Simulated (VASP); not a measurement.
AgB2, 3 atoms in the cell. Symmetry: P6/mmm, No. 191, hexagonal system. The conventional cell has a = 2.844 Å, b = 2.844 Å, c = 3.605 Å, α = 90.00°, β = 90.00°, γ = 120.00°. Ag (site symmetry 6/mmm) has 12 B at 2.44 Å and 6 Ag at 2.84 Å within 3.2 Å. Within 2.2 Å of B (site symmetry -6m2) lie 3 B at 1.64 Å. 

| Item | Value |
| --- | --- |
| Program | VASP 6.6.1 |
| Task | single point |
| Functional | PBE |
| Potentials or basis | VASP PAW PBE potentials, release 64 (Ag_sv_GW, B) |
| Cutoff | 630 eV |
| k mesh | 10 × 10 × 8 |
| Occupations | gaussian, width 0.05 eV |
| Spin | no spin polarisation |
| Hubbard terms | Ag d U = 2.0 eV |
| Dipole correction | no |
| Further INCAR settings | ALGO = Normal; EDIFF = 1e-06; NBANDS = 20 |

Potentials or basis: VASP PAW PBE potentials, release 64 (Ag_sv_GW, B).

The run is started by

```console
$ cat potpaw_PBE.64/Ag_sv_GW/POTCAR potpaw_PBE.64/B/POTCAR > POTCAR
$ mpirun -np 1 vasp_std > vasp.out
```

Hardware: 1 thread of Intel(R) Xeon(R) Platinum 8488C (Sapphire Rapids), on a shared host.

Question: Estimate the wall time of this run.

Answer: Run time: 34 s on 1 thread of Intel(R) Xeon(R) Platinum 8488C (Sapphire Rapids) (shared host), peak memory 0.19 GiB. Counts: scf iterations 13, k points 70.
